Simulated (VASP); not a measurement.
KI, 2 atoms in the cell. Symmetry: P4/mmm, No. 123, tetragonal system. Conventional cell: a = 4.162 Å, b = 4.162 Å, c = 4.227 Å, α = 90.00°, β = 90.00°, γ = 90.00°. K (site symmetry 4/mmm) has 8 I at 3.62 Å and 6 K at 4.16 to 4.23 Å within 4.8 Å. Within 4.8 Å of I (site symmetry 4/mmm) lie 8 K at 3.62 Å and 6 I at 4.16 to 4.23 Å.  This cell differs from its parent crystal: strain -0.030 along x and y, -0.015 along z.

| Item | Value |
| --- | --- |
| Program | VASP 6.6.1 |
| Task | single point |
| Functional | PBE |
| Potentials or basis | VASP PAW PBE potentials, release 64 (K_sv, I) |
| Cutoff | 520 eV |
| k mesh | 6 × 6 × 6 |
| Occupations | gaussian, width 0.05 eV |
| Spin | no spin polarisation |
| Dipole correction | no |
| Further INCAR settings | ALGO = Normal; EDIFF = 1e-06; NBANDS = 15 |

Potentials or basis: VASP PAW PBE potentials, release 64 (K_sv, I).

Launch:

```console
$ cat potpaw_PBE.64/K_sv/POTCAR potpaw_PBE.64/I/POTCAR > POTCAR
$ mpirun -np 1 vasp_std > vasp.out
```

Hardware: 1 thread of AMD EPYC 9R45 (Zen 5) (shared host).

Estimate the wall time of this run.

Run time: 11 s on 1 thread of AMD EPYC 9R45 (Zen 5) (shared host), peak memory 0.17 GiB. Counts: scf iterations 12, k points 40.
